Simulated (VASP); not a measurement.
# Al (P6_3/mmc) in VASP: notebook, part 2 of 2

VASP 6.6.1.

**4. Single point, PBEsol+D3(BJ) (volume 16.236 Å^3 an atom, c/a of the conventional cell 3.0291)**

INCAR

```
SYSTEM = Al
ALGO = Normal
EDIFF = 1E-7
ENCUT = 520
GGA = PS
ISIF = 2
ISMEAR = 0
IVDW = 12
LASPH = .TRUE.
LCHARG = .FALSE.
LREAL = .FALSE.
LWAVE = .FALSE.
NBANDS = 14
NELM = 60
PREC = Accurate
SIGMA = 0.15
```

KPOINTS

```
k-points
0
G
  18 18 6
  0 0 0
```

POSCAR

```
Al
1.0
    2.9145058437      0.0000000000      0.0000000000
   -1.4572529218      2.5240361001      0.0000000000
    0.0000000000      0.0000000000      8.8283296511
Al
4
Direct
    0.0000000000      0.0000000000      0.0000000000
    0.3333333333      0.6666666667      0.2500000000
    0.0000000000      0.0000000000      0.5000000000
    0.6666666667      0.3333333333      0.7500000000
```

Potentials or basis: VASP PAW PBE potentials, release 64 (Al).

Started as:

```bash
$ cat potpaw_PBE.64/Al/POTCAR > POTCAR
$ mpirun -np 1 vasp_std > vasp.out
```

OUTCAR:

```text
SYSTEM = Al
   EDIFF = 1E-7
   ENCUT = 520
   GGA = PS
   ISIF = 2
   ISMEAR = 0
   IVDW = 12
   LASPH = .TRUE.
   LREAL = .FALSE.
   NELM = 60
   PREC = Accurate
 IVDW          = 12

 ion  position               nearest neighbor table
   1  0.000  0.000  0.000-   2 2.78   4 2.78   2 2.78   4 2.78   4 2.78   2 2.78
   2  0.333  0.667  0.250-   1 2.78   3 2.78   1 2.78   3 2.78   1 2.78   3 2.78
   3  0.000  0.000  0.500-   2 2.78   4 2.78   2 2.78   4 2.78   4 2.78   2 2.78
   4  0.667  0.333  0.750-   1 2.78   3 2.78   1 2.78   3 2.78   1 2.78   3 2.78

[... 615 lines left out ...]
  Direction    XX          YY          ZZ          XY          YZ          ZX
  --------------------------------------------------------------------------------------
  -------------------------------------------------------------------------------------
  Total      -1.77380    -1.77380     0.48989    -0.00000     0.00000     0.00000
  in kB     -43.75977   -43.75977    12.08568    -0.00000     0.00000     0.00000
  external pressure =      -25.14 kB  Pullay stress =        0.00 kB

 VOLUME and BASIS-vectors are now :
 -----------------------------------------------------------------------------
  energy-cutoff  :      520.00
  volume of cell :       64.94
      direct lattice vectors                 reciprocal lattice vectors
     2.914505844  0.000000000  0.000000000     0.343111338  0.198095423  0.000000000
    -1.457252922  2.524036100  0.000000000     0.000000000  0.396190847  0.000000000
     0.000000000  0.000000000  8.828329651     0.000000000  0.000000000  0.113271710

 POSITION                                       TOTAL-FORCE (eV/Angst)
 -----------------------------------------------------------------------------------
      0.00000      0.00000      0.00000         0.000000      0.000000      0.000000
     -0.00000      1.68269      2.20708        -0.000000      0.000000      0.000000
      0.00000      0.00000      4.41416         0.000000      0.000000      0.000000
      1.45725      0.84135      6.62125         0.000000      0.000000      0.000000
 -----------------------------------------------------------------------------------
    total drift:                               -0.000000      0.000000      0.000000

  FREE ENERGIE OF THE ION-ELECTRON SYSTEM (eV)
  ---------------------------------------------------
  free  energy   TOTEN  =       -17.5510361427 eV

  energy  without entropy=      -17.5334911375  energy(sigma->0) =      -17.54226364
```

OSZICAR:

```text
N       E                     dE             d eps       ncg     rms          rms(c)
DAV:   1     0.502729059520E+01    0.50273E+01   -0.41363E+03  4152   0.658E+02
DAV:   2    -0.157023189800E+02   -0.20730E+02   -0.19122E+02  5492   0.903E+01
DAV:   3    -0.163731961937E+02   -0.67088E+00   -0.66162E+00  5502   0.131E+01
DAV:   4    -0.163778582951E+02   -0.46621E-02   -0.46599E-02  4900   0.135E+00
DAV:   5    -0.163779097802E+02   -0.51485E-04   -0.51485E-04  5486   0.148E-01    0.285E+00
DAV:   6    -0.163074749239E+02    0.70435E-01   -0.79369E-03  4738   0.442E-01    0.162E+00
DAV:   7    -0.162609922343E+02    0.46483E-01   -0.18308E-02  4702   0.648E-01    0.246E-01
DAV:   8    -0.162603374926E+02    0.65474E-03   -0.43054E-04  5660   0.104E-01    0.306E-02
DAV:   9    -0.162603320065E+02    0.54861E-05   -0.72769E-06  5162   0.139E-02    0.516E-03
DAV:  10    -0.162603313029E+02    0.70352E-06   -0.21794E-07  5074   0.281E-03    0.153E-03
DAV:  11    -0.162603304438E+02    0.85915E-06   -0.26169E-08  3124   0.891E-04    0.322E-04
DAV:  12    -0.162603303076E+02    0.13621E-06   -0.50687E-09  2768   0.441E-04    0.185E-04
DAV:  13    -0.162603303061E+02    0.14616E-08   -0.72709E-10  2602   0.195E-04
   1 F= -.17551036E+02 E0= -.17542264E+02  d E =-.175450E-01
```

stdout:

```text
POSCAR found type information on POSCAR Al
 POSCAR found :  1 types and       4 ions
 scaLAPACK will be used
 -----------------------------------------------------------------------------
|                                                                             |
|                                                                             |
|     You enforced a specific xc type in the INCAR file but a different       |
|     I HOPE YOU KNOW WHAT YOU ARE DOING!                                     |
|                                                                             |
 -----------------------------------------------------------------------------

 LDA part: xc-table for (Slater+PW92), standard interpolation
 POSCAR, INCAR and KPOINTS ok, starting setup
 FFT: planning ... GRIDC
 FFT: planning ... GRID_SOFT
 FFT: planning ... GRID
 WAVECAR not read
 entering main loop
```

Run time: 64 s. Hardware: 1 thread of AMD EPYC 9R45 (Zen 5), shared host; peak memory 0.22 GiB.

Results:

```yaml
Free_energy: -17.5510 eV
Pressure: -2.5 GPa
Band_gap_on_the_k_mesh: zero (band 6 reaches 13.14 eV, above the bottom of band 7 at 6.35 eV)
Dispersion_energy_per_atom: -0.323 eV
```

Levels at points of the mesh, in eV from the Fermi level:
| k point | band 2 | band 3 | band 4 | band 5 | band 6 | band 7 | band 8 | band 9 | band 10 | band 11 |
| --- | --- | --- | --- | --- | --- | --- | --- | --- | --- | --- |
| (0.00, 0.00, 0.00) | -9.37 | -9.37 | -4.21 | -3.46 | 4.92 | 4.95 | 9.58 | 9.58 | 9.87 | 9.87 |
| (0.50, 0.00, 0.00) | -5.49 | -4.10 | -3.96 | -3.54 | -3.38 | 0.93 | 1.41 | 2.02 | 2.22 | 4.76 |
| (0.00, 0.00, 0.50) | -10.78 | -7.05 | -7.05 | 0.20 | 0.20 | 9.92 | 9.92 | 9.92 | 9.92 | 10.12 |
| (0.50, 0.00, 0.50) | -5.21 | -5.03 | -5.03 | -1.82 | -1.82 | -1.12 | -1.12 | 5.11 | 5.11 | 5.16 |

Caveat: the PAW data sets were made with another functional, which shifts forces and pressure a little; pairwise dispersion overbinds metals, which lowers pressure and volume.

**5. Single point, PBEsol+D3(BJ) (volume 16.236 Å^3 an atom, c/a of the conventional cell 3.4162)**

INCAR

```
  ALGO = Normal
  EDIFF = 1E-7
  ENCUT = 520
  GGA = PS
  ISIF = 2
  ISMEAR = 0
  IVDW = 12
  LASPH = True
  LCHARG = False
  LREAL = False
  LWAVE = False
  NBANDS = 14
  NELM = 60
  PREC = Accurate
  SIGMA = 0.15
```

KPOINTS

```
k-points
0
Gamma
  18 18 6
```

POSCAR

```
Al
1.0
    2.7999807011      0.0000000000      0.0000000000
   -1.3999903505      2.4248544173      0.0000000000
    0.0000000000      0.0000000000      9.5652940712
Al
4
Direct
    0.0000000000      0.0000000000      0.0000000000
    0.3333333333      0.6666666667      0.2500000000
    0.0000000000      0.0000000000      0.5000000000
    0.6666666667      0.3333333333      0.7500000000
```

Started as:

```bash
$ cat potpaw_PBE.64/Al/POTCAR > POTCAR
$ mpirun -np 1 vasp_std > vasp.out
```

It took 64 s on 1 thread of AMD EPYC 9R45 (Zen 5), shared host; peak memory 0.23 GiB.

It converged, with:

- Free energy: -17.5968 eV
- Pressure: -3.0 GPa
- Band gap on the k mesh: zero (band 6 reaches 11.46 eV, above the bottom of band 7 at 6.68 eV)
- Dispersion energy per atom: -0.323 eV

Stress tensor (GPa, compression positive):
```
-1.91  0.00  0.00
 0.00 -1.91  0.00
 0.00  0.00 -5.03
```

Levels at points of the mesh, in eV from the Fermi level:
```tsv
k point	band 3	band 4	band 5	band 6	band 7	band 8	band 9	band 10
(0.00, 0.00, 0.00)	-9.62	-4.93	-4.87	2.66	2.66	11.50	11.50	11.59
(0.50, 0.00, 0.00)	-3.87	-3.84	-3.21	-3.18	0.82	0.97	1.24	1.35
(0.00, 0.00, 0.50)	-7.64	-7.64	-1.45	-1.45	7.34	7.34	11.81	11.81
(0.50, 0.00, 0.50)	-4.68	-4.68	-1.88	-1.88	-1.23	-1.23	4.20	4.20
```

Caveat: the PAW data sets were made with another functional, which shifts forces and pressure a little; pairwise dispersion overbinds metals, which lowers pressure and volume.

**6. The runs side by side**

| cell | gap on the mesh (eV) | pressure (GPa) |
| --- | --- | --- |
| a = 2.838, b = 2.838, c = 9.130 Å, angles 90.0, 90.0, 120.0°, 4 atoms | none | -1.6 |
| a = 2.763, b = 2.763, c = 9.824 Å, angles 90.0, 90.0, 120.0°, 4 atoms | none | -2.3 |
| a = 2.915, b = 2.915, c = 8.828 Å, angles 90.0, 90.0, 120.0°, 4 atoms | none | -2.5 |
| a = 2.800, b = 2.800, c = 9.565 Å, angles 90.0, 90.0, 120.0°, 4 atoms | none | -3.0 |

Alike in all rows: task single point; level PBEsol+D3(BJ); potentials or basis VASP PAW PBE potentials, release 64 (Al); no spin polarisation; k mesh 18 × 18 × 6; cutoff (eV) 520; smearing gaussian 0.15 eV.

Caveats: the PAW data sets were made with another functional, which shifts forces and pressure a little; pairwise dispersion overbinds metals, which lowers pressure and volume.

Absolute energies hang on the potentials; compare differences alone.
